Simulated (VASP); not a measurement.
The system is H, a slab with vacuum.

```
CELL_PARAMETERS angstrom
11.00000 0.00000 0.00000
0.00000 11.50000 0.00000
0.00000 0.00000 12.00000
ATOMIC_POSITIONS crystal
H 0.50000 0.50000 0.46841
H 0.50000 0.50000 0.53160
```

Base run:

* Program: VASP 6.6.1
* Functional: PBE
* Potentials or basis: VASP PAW PBE potentials, release 64 (H)
* Cutoff: 520 eV
* k mesh: 1 × 1 × 1
* Occupations: fermi-dirac, width 0.05 eV
* Spin: no spin polarisation

Its results: band gap on the k mesh 10.14 eV; largest force 0.281 eV/Å.

**Question.** The run is repeated on the same cell with these changes: functional from PBE to HSE06. What comes out?

**Answer.** Band gap on the k mesh 11.29 eV; largest force 0.475 eV/Å.

HSE06 gives the wider gap, since exact exchange removes part of the self-interaction.

Caveats: the PAW data sets were made with another functional, which shifts forces and pressure a little (some runs).

A k mesh can miss the band edges.
